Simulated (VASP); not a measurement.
# BeTe (F-43m) in VASP: G0W0 quasiparticle levels with LDA

Aim: the G0W0 quasiparticle levels of BeTe with LDA.

Program: VASP 6.6.1. These are calculated values, not measurements. Logs are shortened: lines on timing, memory, paths and dates and some standing lists are left out, and cuts for length are marked.

### 1 The cell of the first run

Symmetry: F-43m, No. 216, cubic system. The conventional cell has a = 5.657 Å, b = 5.657 Å, c = 5.657 Å, α = 90.00°, β = 90.00°, γ = 90.00°. Within 3.2 Å of Be (site symmetry -43m) lie 4 Te at 2.45 Å. Within 3.2 Å of Te (site symmetry -43m) lie 4 Be at 2.45 Å.

### 2 G0W0 quasiparticle levels, LDA

POSCAR

```
BeTe
1.0
    0.0000000000      2.8286236236      2.8286236236
    2.8286236236      0.0000000000      2.8286236236
    2.8286236236      2.8286236236      0.0000000000
Be Te
1 1
Direct
    0.0000000000      0.0000000000      0.0000000000
    0.2500000000      0.2500000000      0.2500000000
```

INCAR.step1

```
PREC = Accurate ; ENCUT = 500
EDIFF = 1E-8 ; ISMEAR = 0
SIGMA = 0.01 ; LREAL = F
LASPH = T ; NELM = 100
ALGO = Normal ; LWAVE = T
LCHARG = F
```

INCAR.step2

```
PREC = Accurate ; ENCUT = 500
EDIFF = 1E-8 ; ISMEAR = 0
SIGMA = 0.01 ; LREAL = F
LASPH = T ; NELM = 1
ALGO = Exact ; LWAVE = T
LCHARG = F ; NBANDS = 174
LOPTICS = T ; ISTART = 1
```

INCAR.step3

```
PREC = Accurate ; ENCUT = 500
EDIFF = 1E-8 ; ISMEAR = 0
SIGMA = 0.01 ; LREAL = F
LASPH = T ; ALGO = EVGW0
LWAVE = F ; LCHARG = F
NELMGW = 1 ; NBANDS = 174
ENCUTGW = 140.0 ; NOMEGA = 96
PRECFOCK = Fast ; ISTART = 1
NBANDSGW = 12 ; OMEGAMAX = 20
```

KPOINTS

```
regular mesh
0
Gamma
  4 4 4
```

Potentials or basis: VASP PAW LDA potentials, release 64 (Be_GW, Te_GW).

Launch:

```sh
$ cat potpaw_LDA.64/Be_GW/POTCAR potpaw_LDA.64/Te_GW/POTCAR > POTCAR
$ cp INCAR.step1 INCAR
$ mpirun -np 1 vasp_std > vasp.out
$ cp INCAR.step2 INCAR
$ mpirun -np 1 vasp_std > vasp.out
$ cp INCAR.step3 INCAR
$ mpirun -np 1 vasp_std > vasp.out
```

OUTCAR:

```text
PREC = Accurate
   ENCUT = 500
   EDIFF = 1E-8
   ISMEAR = 0
   LREAL = F
   LASPH = T
   NELMGW = 1
   ENCUTGW = 140.0
   PRECFOCK = Fast
   ISTART = 1

 ion  position               nearest neighbor table
   1  0.000  0.000  0.000-   2 2.45   2 2.45   2 2.45   2 2.45
   2  0.250  0.250  0.250-   1 2.45   1 2.45   1 2.45   1 2.45

  LATTYP: Found a face centered cubic cell.
 ALAT       =     5.6572472472

  Lattice vectors:

 A1 = (   0.0000000000,   2.8286236236,   2.8286236236)
 A2 = (   2.8286236236,   0.0000000000,   2.8286236236)
 A3 = (   2.8286236236,   2.8286236236,   0.0000000000)

Analysis of symmetry for initial positions (statically):
=====================================================================
 Subroutine PRICEL returns:
 Original cell was already a primitive cell.

 Routine SETGRP: Setting up the symmetry group for a
 face centered cubic supercell.

 Subroutine GETGRP returns: Found 24 space group operations
 (whereof 24 operations were pure point group operations)
 out of a pool of 48 trial point group operations.

The static configuration has the point symmetry T_d .

Analysis of symmetry for dynamics (positions and initial velocities):
=====================================================================
 Subroutine PRICEL returns:
 Original cell was already a primitive cell.

 Routine SETGRP: Setting up the symmetry group for a
 face centered cubic supercell.

 Subroutine GETGRP returns: Found 24 space group operations
 (whereof 24 operations were pure point group operations)
 out of a pool of 48 trial point group operations.

The dynamic configuration has the point symmetry T_d .

 Subroutine INISYM returns: Found 24 space group operations
 (whereof 24 operations are pure point group operations),
 and found     1 'primitive' translations

----------------------------------------------------------------------------------------

                                     Primitive cell
[... 72 lines left out ...]
   ENCUT  =  500.0 eV  36.75 Ry    6.06 a.u.   7.29  7.29  7.29*2*pi/ulx,y,z
   NELM   =     60;   NELMIN=  2; NELMDL=  0     # of ELM steps
   EDIFF  = 0.1E-07   stopping-criterion for ELM
   LREAL  =      F    real-space projection
   EDIFFG = 0.1E-06   stopping-criterion for IOM
   NSW    =      0    number of steps for IOM
   IBRION =     -1    ionic relax: 0-MD 1-quasi-New 2-CG
   NFREE  =      0    steps in history (QN), initial steepest desc. (CG)
   ISIF   =      0    stress and relaxation
   ISYM   =      3    0-nonsym 1-usesym 2-fastsym
   POTIM  = 0.5000    time-step for ionic-motion
   TEBEG  =    0.0;   TEEND  =   0.0 temperature during run
   PSTRESS=    0.0 pullay stress
   NELECT =       8.0000    total number of electrons
   NUPDOWN=      -1.0000    fix difference up-down
   EMIN   =  10.00;   EMAX   =-10.00  energy-range for DOS
   EFERMI =   0.00;   METHOD = LEGACY
   ISMEAR =     0;   SIGMA  =   0.01  broadening in eV -4-tet -1-fermi 0-gaus
   EFERMI_NEDOS =   21; number of points for ismear=-14 and -15
   IALGO  =     38    algorithm
   IMIX   =      4    mixing-type and parameters
     AMIX     =   0.40;   BMIX     =  1.00
     AMIX_MAG =   1.60;   BMIX_MAG =  1.00
  volume/ion in A,a.u.               =      22.63       152.73
  Fermi-wavevector in a.u.,A,eV,Ry     =   0.918727  1.736142 11.484116  0.844059
  Thomas-Fermi vector in A             =   2.043841
   LORBIT       =      0    0 simple, 1 ext, 2 COOP (PROOUT), +10 PAW based schemes
   GGA     = CA    functional components
   LHFCALC =     T    Hartree Fock is set to
   PRECFOCK=fast      Normal, Fast or Accurate (Low or Medium for compatibility)
   ENCUT4O =  -1.0   cutoff for four orbital integrals eV
   NKREDX  =     1    reduce k-point grid by
   NKREDY  =     1    reduce k-point grid by
   NKREDZ  =     1    reduce k-point grid by
   AEXX    =    1.0000 exact exchange contribution
   HFSCREEN=    0.0000 screening length (either q_TF or 0.3 A-1)
   HFSCREENC=   0.0000 screening length for correlation (either q_TF or 0.3 A-1)
   ENCUTFOCK=  -1.0 apply spherical cutoff to Coloumb kernel
   IVDW    =     0    specifies the selected vdW correction
   LEPSILON=     F    determine dielectric tensor
   LRPA    =     F    only Hartree local field effects (RPA)
   LRPAFORCE           =     F    calculate RPA forces
   ENCUTGW             = 140.0    cutoff for response function in eV
   ENCUTGWSOFT         = 112.0    soft cutoff for Coulomb kernel in GW response function in eV
   ENCUTLF             =  -1.0    cutoff for local field effects
   NELMGW              =     1    number of iterations in solving QP/BSE equation
   NELMHF              =     1    number of iterations in the inner HF iteration
   NKREDLFX            =     1    NKREDLFY  =   1   NKREDLFZ  =   1
 non-spin polarized calculation
 Gauss-broadening in eV      SIGMA  =   0.01
  energy-cutoff  :      500.00
  volume of cell :       45.26
 maximum number of plane-waves:      1174
 NGX is ok and might be reduce to    30
  NGX = 18; NGY = 18; NGZ = 18
   NGX = 15   NGY = 15   NGZ = 15
 maximum number of plane-waves:       176
 NGX is ok and might be reduce to    18

 QP shifts <psi_nk| G(iteration)W_0 |psi_nk>: iteration 1
 for sc-GW calculations column KS-energies equals QP-energies in previous step
 and V_xc(KS)=  KS-energies - (<T + V_ion + V_H > + <T+V_H+V_ion>^1  + <V_x>^1)

 k-point   1 :       0.0000    0.0000    0.0000
  band No.  KS-energies  QP-energies   sigma(KS)   V_xc(KS)     V^pw_x(r,r')   Z            occupation Imag(sigma)

      1      -7.6412      -8.3028     -11.9606     -11.0342     -17.6030       0.7142       2.0000       1.1100
      2       4.5924       4.0390     -12.0020     -11.2948     -12.9488       0.7826       2.0000       0.0262
      3       4.5924       4.0390     -12.0020     -11.2948     -12.9488       0.7826       2.0000       0.0262
      4       4.5924       4.0390     -12.0020     -11.2948     -12.9488       0.7826       2.0000       0.0262
      5       8.1862       8.6480      -8.9330      -9.5319      -4.7183       0.7711       0.0000      -0.0648
      6       8.1862       8.6480      -8.9330      -9.5319      -4.7183       0.7711       0.0000      -0.0648
      7       8.1862       8.6480      -8.9330      -9.5319      -4.7183       0.7711       0.0000      -0.0648
      8       8.2098       8.8433      -9.0136      -9.8320      -4.6550       0.7740       0.0000      -0.0605
      9      12.7236      12.9588      -7.9075      -8.2266      -2.4421       0.7371       0.0000      -0.1764
     10      15.0476      15.3344      -8.9526      -9.3338      -3.7220       0.7524       0.0000      -0.2279
     11      15.0476      15.3344      -8.9526      -9.3338      -3.7220       0.7524       0.0000      -0.2279
     12      15.7590      15.9729      -7.8070      -8.0908      -2.0979       0.7535       0.0000      -0.4408
[... 100 lines left out ...]
      1      -5.8361      -6.2569     -12.3901     -11.7990     -17.3623       0.7120       2.0000       0.7721
      2       0.1115      -0.6743     -11.3016     -10.2139     -13.9267       0.7224       2.0000       0.1006
      3       0.9411       0.2699     -10.9044     -10.0066     -12.9516       0.7477       2.0000       0.0651
      4       1.4232       0.7856     -10.8452      -9.9967     -12.6404       0.7514       2.0000       0.0535
      5       9.7765      10.0560      -8.6047      -8.9650      -4.3230       0.7753       0.0000      -0.0778
      6      10.0425      10.6190      -8.7697      -9.5374      -3.7643       0.7511       0.0000      -0.0965
      7      10.0853      10.4696      -8.4308      -8.9343      -3.7850       0.7633       0.0000      -0.0848
      8      10.7424      11.1363      -9.5469     -10.0739      -4.6344       0.7474       0.0000      -0.1118
      9      15.4082      15.9065      -9.3091      -9.9971      -3.1484       0.7242       0.0000      -0.3695
     10      16.0958      16.4736      -9.6554     -10.1709      -3.5135       0.7329       0.0000      -0.4545
     11      17.4470      17.8759      -8.8312      -9.4067      -2.6952       0.7452       0.0000      -0.4897
     12      18.3668      18.7631      -8.9996      -9.5179      -2.8552       0.7647       0.0000      -0.6530
```

OUTCAR.step1:

```text
PREC = Accurate
   ENCUT = 500
   EDIFF = 1E-8
   ISMEAR = 0
   LREAL = F
   LASPH = T
[... 288 lines left out ...]
 -----------------------------------------------------------------------------------
      0.00000      0.00000      0.00000         0.000000      0.000000      0.000000
      1.41431      1.41431      1.41431        -0.000000     -0.000000     -0.000000
 -----------------------------------------------------------------------------------
    total drift:                                0.000000      0.000000      0.000000

  FREE ENERGIE OF THE ION-ELECTRON SYSTEM (eV)
  ---------------------------------------------------
  free  energy   TOTEN  =        -8.6377291468 eV

  energy  without entropy=       -8.6377291468  energy(sigma->0) =       -8.63772915
```

It took 4 min on 1 thread of Intel Xeon Platinum 8259CL at 2.50GHz (Skylake/Cascade Lake), shared host; peak memory 0.46 GiB.

What came out:

| Property | Result |
| --- | --- |
| Quasiparticle gap | 2.76 eV |
| Least direct quasiparticle gap | 4.61 eV |
| Band gap of the starting levels on the mesh | 1.89 eV |
| Least direct gap of the starting levels on the mesh | 3.59 eV |

Caveat: the k points lie up to 0.48 Å⁻¹ apart; bands, screening cutoff and mesh are small and nothing is extrapolated, so the quasiparticle values aren't converged; spin-orbit coupling is left out, which moves the levels of the heavy elements.
